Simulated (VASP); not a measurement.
VN2: single point with r2SCAN

Crystal: VN2.

```
V N
1.0
    -2.14647    2.14647    2.45689
     2.14647   -2.14647    2.45689
     2.14647    2.14647   -2.45689
V N
2 4
Direct
  0.25000 0.25000 0.00000
  0.75000 0.75000 0.00000
  0.11408 0.61408 0.72816
  0.61408 0.88592 0.50000
  0.88592 0.38592 0.27184
  0.38592 0.11408 0.50000
```

- Program: VASP 6.6.1
- Task: single point
- Functional: r2SCAN
- Potentials or basis: VASP PAW PBE potentials, release 64 (V_sv, N_h)
- Cutoff: 910 eV
- k mesh: 12 × 12 × 12
- Occupations: gaussian, width 0.1 eV
- Spin: no spin polarisation
- Dipole correction: no
- Further INCAR settings: ALGO = Normal; EDIFF = 1e-06; NBANDS = 32

```json
{"Pressure": "1.0 GPa", "Largest force": "0.048 eV/Å", "Band gap on the k mesh": "zero (bands 23 and 24 overlap by 0.46 eV)"}
```

Forces in eV/Å, atoms in the order of the input:
```
V    0.000  0.000  0.000
V    0.000  0.000  0.000
N   -0.034 -0.034  0.000
N    0.034 -0.034  0.000
N    0.034  0.034  0.000
N   -0.034  0.034  0.000
```

Stress tensor (GPa, compression positive):
```
0.88 0.00 0.00
0.00 0.88 0.00
0.00 0.00 1.22
```

Levels at points of the mesh, in eV from the Fermi level:
```
           k point  band 20  band 21  band 22  band 23  band 24  band 25  band 26  band 27
(0.00, 0.00, 0.00)    -3.16    -2.97    -2.76    -2.76     0.83     1.15     1.15     1.51
(0.50, 0.00, 0.00)    -3.63    -3.33    -3.33     0.08     0.08     0.84     0.84     1.17
(0.50, 0.50, 0.00)    -4.84    -3.01    -2.81    -1.51     0.04     1.01     1.17     1.94
(0.50, 0.50, 0.50)    -2.18    -2.18    -0.38    -0.35    -0.05     0.01     0.05     2.05
```

Wall time 24 min on 1 thread of Intel(R) Xeon(R) Platinum 8488C (Sapphire Rapids), with other jobs on the host, peak memory 0.56 GiB.

Caveat: the PAW data sets were made with another functional, which shifts forces and pressure a little; the run has no spin polarisation, though such a crystal can be magnetic. With open d or f shells a metallic result of r2SCAN can be an artefact of self-interaction; +U or a hybrid may open a gap.
